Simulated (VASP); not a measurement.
# CoSi2 (AlB2 type) (P6/mmm) in VASP: a series of runs, part 2 of 3

VASP 6.6.1. Earlier steps stand in the parts before.

**4. Relaxation of shape and atoms at fixed volume, PBE**

This run uses another cell than the first one, of 11.04 Å³/atom, 1.222 times its volume.

The input, INCAR:

```
PREC = Accurate
ENCUT = 600
EDIFF = 1E-6
ISMEAR = -1
SIGMA = 0.08
LREAL = F
LASPH = T
NELM = 80
ALGO = Normal
ISIF = 4
LWAVE = F
LCHARG = F
GGA = PE
IBRION = 2
NSW = 50
EDIFFG = -0.005
```

The input, KPOINTS:

```
Automatic mesh
0
Gamma
  10 10 8
```

The input, POSCAR:

```
CoSi2
1.0
    3.9821469112      0.0000000000      0.0000000000
   -1.9910734556      3.4486403867      0.0000000000
    0.0000000000      0.0000000000      2.4113804058
Co Si
1 2
Direct
    0.0000000000      0.0000000000      0.0000000000
    0.3333333333      0.6666666667      0.5000000000
    0.6666666667      0.3333333333      0.5000000000
```

Potentials or basis: VASP PAW PBE potentials, release 64 (Co, Si).

On the command line:

```console
cat potpaw_PBE.64/Co/POTCAR potpaw_PBE.64/Si/POTCAR > POTCAR
mpirun -np 1 vasp_std > vasp.out
```

OUTCAR:

```text
PREC = Accurate
   ENCUT = 600
   EDIFF = 1E-6
   ISMEAR = -1
   LREAL = F
   LASPH = T
   NELM = 80
   ISIF = 4
   GGA = PE
   IBRION = 2
   NSW = 50
   EDIFFG = -0.005

 ion  position               nearest neighbor table
   1  0.000  0.000  0.000-   2 2.60   3 2.60   2 2.60   3 2.60   2 2.60   2 2.60   3 2.60   3 2.60
                             3 2.60   3 2.60   2 2.60   2 2.60
   2  0.333  0.667  0.500-   3 2.30   3 2.30   3 2.30   1 2.60   1 2.60   1 2.60   1 2.60   1 2.60
                             1 2.60
   3  0.667  0.333  0.500-   2 2.30   2 2.30   2 2.30   1 2.60   1 2.60   1 2.60   1 2.60   1 2.60
                             1 2.60

  LATTYP: Found a hexagonal cell.
 ALAT       =     3.9821469112
 C/A-ratio  =     0.6055478262

  Lattice vectors:

 A1 = (   3.9821469112,   0.0000000000,   0.0000000000)
 A2 = (  -1.9910734556,   3.4486403867,   0.0000000000)
 A3 = (   0.0000000000,   0.0000000000,   2.4113804058)

Analysis of symmetry for initial positions (statically):
=====================================================================
 Subroutine PRICEL returns:
 Original cell was already a primitive cell.

 Routine SETGRP: Setting up the symmetry group for a
 hexagonal supercell.

 Subroutine GETGRP returns: Found 24 space group operations
 (whereof 24 operations were pure point group operations)
 out of a pool of 24 trial point group operations.

The static configuration has the point symmetry D_6h.

Analysis of symmetry for dynamics (positions and initial velocities):
=====================================================================
 Subroutine PRICEL returns:
 Original cell was already a primitive cell.

 Routine SETGRP: Setting up the symmetry group for a
 hexagonal supercell.

 Subroutine GETGRP returns: Found 24 space group operations
 (whereof 24 operations were pure point group operations)
 out of a pool of 24 trial point group operations.

The dynamic configuration has the point symmetry D_6h.

 Subroutine INISYM returns: Found 24 space group operations
 (whereof 24 operations are pure point group operations),
 and found     1 'primitive' translations

----------------------------------------------------------------------------------------

                                     Primitive cell

  volume of cell :      33.1155

  direct lattice vectors                    reciprocal lattice vectors
     3.982146911  0.000000000  0.000000000     0.251120821  0.144984673  0.000000000
    -1.991073456  3.448640387  0.000000000     0.000000000  0.289969347  0.000000000
     0.000000000  0.000000000  2.411380406     0.000000000  0.000000000  0.414700226

  length of vectors
     3.982146911  3.982146911  2.411380406     0.289969347  0.289969347  0.414700226

  position of ions in fractional coordinates (direct lattice)
     0.000000000  0.000000000  0.000000000
     0.333333333  0.666666667  0.500000000
     0.666666667  0.333333333  0.500000000

  ion indices of the primitive-cell ions
   primitive index   ion index
                 1           1
                 2           2
                 3           3

----------------------------------------------------------------------------------------

[... 56 lines left out ...]
   ions per type =               1   2
   NGX,Y,Z   is equivalent  to a cutoff of  13.36, 13.36, 13.79 a.u.
   NGXF,Y,Z  is equivalent  to a cutoff of  26.72, 26.72, 27.58 a.u.
 SYSTEM =  unknown system
   PREC   = accura    normal or accurate (medium, high low for compatibility)
   ISTART =      0    job   : 0-new  1-cont  2-samecut
   ICHARG =      2    charge: 1-file 2-atom 10-const
   ISPIN  =      1    spin polarized calculation?
   LNONCOLLINEAR =      F non collinear calculations
   LSORBIT =      F    spin-orbit coupling
   LASPH  =      T    aspherical Exc in radial PAW
   ENCUT  =  600.0 eV  44.10 Ry    6.64 a.u.   7.95  7.95  4.82*2*pi/ulx,y,z
   NELM   =     80;   NELMIN=  2; NELMDL= -5     # of ELM steps
   EDIFF  = 0.1E-05   stopping-criterion for ELM
   LREAL  =      F    real-space projection
   EDIFFG = -.5E-02   stopping-criterion for IOM
   NSW    =     50    number of steps for IOM
   IBRION =      2    ionic relax: 0-MD 1-quasi-New 2-CG
   NFREE  =      1    steps in history (QN), initial steepest desc. (CG)
   ISIF   =      4    stress and relaxation
   ISYM   =      2    0-nonsym 1-usesym 2-fastsym
   POTIM  = 0.5000    time-step for ionic-motion
   TEBEG  =    0.0;   TEEND  =   0.0 temperature during run
   PSTRESS=    0.0 pullay stress
   NELECT =      17.0000    total number of electrons
   NUPDOWN=      -1.0000    fix difference up-down
   EMIN   =  10.00;   EMAX   =-10.00  energy-range for DOS
   EFERMI =   0.00;   METHOD = LEGACY
   ISMEAR =    -1;   SIGMA  =   0.08  broadening in eV -4-tet -1-fermi 0-gaus
   EFERMI_NEDOS =   21; number of points for ismear=-14 and -15
   IALGO  =     38    algorithm
   IMIX   =      4    mixing-type and parameters
     AMIX     =   0.40;   BMIX     =  1.00
     AMIX_MAG =   1.60;   BMIX_MAG =  1.00
  volume/ion in A,a.u.               =      11.04        74.49
  Fermi-wavevector in a.u.,A,eV,Ry     =   1.310833  2.477116 23.378676  1.718284
  Thomas-Fermi vector in A             =   2.441337
   LORBIT       =      0    0 simple, 1 ext, 2 COOP (PROOUT), +10 PAW based schemes
   GGA     = PE    functional components
   LHFCALC =     F    Hartree Fock is set to
   AEXX    =    0.0000 exact exchange contribution
   IVDW    =     0    specifies the selected vdW correction
   LEPSILON=     F    determine dielectric tensor
   LRPA    =     F    only Hartree local field effects (RPA)
 conjugate gradient relaxation of ions
 non-spin polarized calculation
  energy-cutoff  :      600.00
  volume of cell :       33.12
 maximum number of plane-waves:      1120
 NGX is ok and might be reduce to    32
   NGX = 15   NGY = 15   NGZ =  9

--------------------------------------- Ionic step        1  -------------------------------------------

 number of electron      17.0000005 magnetization

 Free energy of the ion-electron system (eV)
  ---------------------------------------------------
  ext. energy  EPLUGINS =         0.00000000
  ---------------------------------------------------
  free energy    TOTEN  =       -16.67790366 eV

  energy without entropy =      -16.61688519  energy(sigma->0) =      -16.64739442

------------------------ aborting loop because EDIFF is reached ----------------------------------------

  FORCE on cell =-STRESS in cart. coord.  units (eV):
  Direction    XX          YY          ZZ          XY          YZ          ZX
  --------------------------------------------------------------------------------------
  -------------------------------------------------------------------------------------
  Total        5.0053253      5.0053253      5.3574957      0.0000000     -0.0000000      0.0000000
  in kB      242.1653358    242.1653358    259.2038808      0.0000000     -0.0000000      0.0000000
  external PRESSURE =     247.8448508 kB  Pullay stress =       0.0000000 kB
[... 61 lines left out ...]
--------------------------------------- Ionic step        3  -------------------------------------------

 number of electron      17.0000004 magnetization

 Free energy of the ion-electron system (eV)
  ---------------------------------------------------
  ext. energy  EPLUGINS =         0.00000000
  ---------------------------------------------------
  free energy    TOTEN  =       -16.67862642 eV

  energy without entropy =      -16.61772260  energy(sigma->0) =      -16.64817451

 E-fermi :  13.0055     XC(G=0): -12.6321

 val. band max:       12.9800477039   @ k =   0.0000   0.0000   0.1250
 cond. band min:      13.0261266642   @ k =   0.1000   0.1000   0.2500
 fundamental gap:      0.0460789603
 Fermi energy:        13.0054596779

 k-point     1 :       0.0000    0.0000    0.0000
  band No.  band energies     occupation
      1      -2.4180      2.00000
      2       6.7672      2.00000
      3       6.7672      2.00000
      4       8.8559      2.00000
      5       9.3720      2.00000
      6      10.9325      2.00000
      7      10.9325      2.00000
      8      12.2486      1.99984
      9      12.2486      1.99984
     10      13.4369      0.00905
     11      13.4369      0.00905
     12      17.1320      0.00000
[... 331 lines left out ...]
 k-point    24 :       0.4000    0.1000    0.1250
  band No.  band energies     occupation
      1       0.1786      2.00000
      2       1.8057      2.00000
      3       5.7775      2.00000
      4       8.5985      2.00000
      5      10.4798      2.00000
      6      10.5935      2.00000
      7      11.7332      2.00000
      8      12.0595      1.99999
      9      13.2582      0.08142
     10      16.7042      0.00000
     11      17.5808      0.00000
     12      18.9266      0.00000

 [... further k-points ...]
[... 5 lines left out ...]
  --------------------------------------------------------------------------------------
  -------------------------------------------------------------------------------------
  Total        5.1313182      5.1313182      5.1279228      0.0000000      0.0000000      0.0000000
  in kB      248.2610654    248.2610654    248.0967906      0.0000000      0.0000000      0.0000000
  external PRESSURE =     248.2063071 kB  Pullay stress =       0.0000000 kB
[... 18 lines left out ...]
  FREE ENERGIE OF THE ION-ELECTRON SYSTEM (eV)
  ---------------------------------------------------
  free  energy   TOTEN  =       -16.6786264241 eV

  energy  without entropy=      -16.6177226029  energy(sigma->0) =      -16.64817451

 reached required accuracy - stopping structural energy minimisation
```

OSZICAR:

```text
N       E                     dE             d eps       ncg     rms          rms(c)
DAV:   1     0.770083557605E+02    0.77008E+02   -0.78879E+03  1688   0.157E+03
DAV:   2    -0.136844239402E+02   -0.90693E+02   -0.85047E+02  1708   0.279E+02
DAV:   3    -0.187184463735E+02   -0.50340E+01   -0.45280E+01  2160   0.682E+01
DAV:   4    -0.188746738219E+02   -0.15623E+00   -0.15448E+00  1972   0.111E+01
[... 20 lines left out ...]
DAV:   1    -0.166786427321E+02   -0.20884E-04   -0.64738E-04  1844   0.236E-01    0.269E-02
DAV:   2    -0.166786367315E+02    0.60006E-05   -0.42551E-05  2392   0.123E-01    0.257E-02
DAV:   3    -0.166786319244E+02    0.48070E-05   -0.45751E-05  2248   0.140E-01    0.175E-02
DAV:   4    -0.166786264578E+02    0.54667E-05   -0.10467E-05  2196   0.583E-02    0.139E-03
DAV:   5    -0.166786264241E+02    0.33668E-07   -0.39820E-07   888   0.712E-03
   3 F= -.16678626E+02 E0= -.16648175E+02  d E =-.722766E-03
```

Wall time 20 s (1 thread of Intel Xeon 6975P-C (Granite Rapids), shared host); peak memory 0.18 GiB.

What came out:

* Free energy: -16.6786 eV
* Energy gained by relaxing: 0.2 meV/atom
* Ionic steps: 3
* Pressure after relaxing: 24.8 GPa

The path:
| step | energy change (eV) | largest force (eV/Å) | pressure (GPa) | volume (Å³) |
| --- | --- | --- | --- | --- |
| 1 | 0.0000 | 0.0000 | 24.78 | 33.12 |
| 2 | -0.0007 | 0.0000 | 24.80 | 33.12 |
| 3 | -0.0007 | 0.0000 | 24.82 | 33.12 |

Final structure:
```yaml
crystal:
  lattice:
    - [3.97384, 0.00000, 0.00000]
    - [-1.98692, 3.44144, 0.00000]
    - [0.00000, 0.00000, 2.42148]
  atoms:
    - { symbol: Co, position: [0.00000, 0.00000, 0.00000] }
    - { symbol: Si, position: [0.33333, 0.66667, 0.50000] }
    - { symbol: Si, position: [0.66667, 0.33333, 0.50000] }
```

Spin polarisation is off, so any magnetic state and its effect on volume and gap are missing.

(Part 2 of 3 ends here.)
